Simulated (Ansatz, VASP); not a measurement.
# One calculation of PbS, two programs

```xyz
2
Lattice="4.1942 0.0000 0.0000 2.0971 3.6323 0.0000 2.0971 1.2108 3.4246" Properties=species:S:1:pos:R:3 pbc="T T T"
Pb    0.0000    0.0000    0.0000
S     4.1942    2.4215    1.7123
```

Alike in both runs: task single point; functional PBEsol; k mesh 6 × 6 × 6; non-collinear spin, spin-orbit coupling.

```csv
,VASP,Ansatz
version,VASP 6.6.1,Ansatz 0.2.0
potentials or method,"VASP PAW PBE potentials, release 64 (Pb_d, S)","plane waves, PAW"
plane-wave cutoff (eV),520,420
occupations,"gaussian, width 0.01 eV",fixed
valence electrons in the cell,20,20
```

|  | VASP | Ansatz | Ansatz less VASP |
| --- | --- | --- | --- |
| net moment per atom (μB) | 0.00 | 0.00 | 0.000 |

VASP's potentials were made for PBE, not for PBEsol.
